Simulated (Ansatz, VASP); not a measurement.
**SbSe5 in VASP and in Ansatz**

```
CELL_PARAMETERS angstrom
0.00000 4.03873 4.03873
4.03873 0.00000 4.03873
4.03873 4.03873 0.00000
ATOMIC_POSITIONS crystal
Sb 0.00000 0.00000 0.00000
Se 0.25000 0.25000 0.25000
Se 0.13864 0.62045 0.62045
Se 0.62045 0.62045 0.62045
Se 0.62045 0.62045 0.13864
Se 0.62045 0.13864 0.62045
```

Change from the starting cell: species swapped into the Be5Pd type (F-43m, No. 216).

Alike in both runs: functional PBE; k mesh 3 × 3 × 3; occupations gaussian, width 0.2 eV; no spin polarisation.

Ansatz relaxed the structure, and its values are those at the end. VASP's run is a single point on that final structure, the one shown.

|  | VASP | Ansatz |
| --- | --- | --- |
| version | VASP 6.6.1 | Ansatz 0.2.0 |
| potentials or method | VASP PAW PBE potentials, release 64 (Sb, Se), cutoff 500 eV | scalar-relativistic, plane waves, PAW |
| valence electrons in the cell | 35 | 95 |

Ansatz gave:

- gap on the k mesh at the Fermi level (eV): none
- pressure (GPa): 0.0

Problem. Estimate VASP's values.

Solution. gap on the k mesh at the Fermi level (eV): none; pressure (GPa): -0.1.

A gap of «none» marks a metal or a gap that the smearing closes. The functional is the same, so the differences come from potentials, cutoffs and numerics. VASP's potentials hold 35 valence electrons a cell and Ansatz's 95, so a difference there can come from the potentials and not from the codes.

The k mesh is coarse, so the values compare programs but aren't converged. Spin-orbit coupling is off throughout.
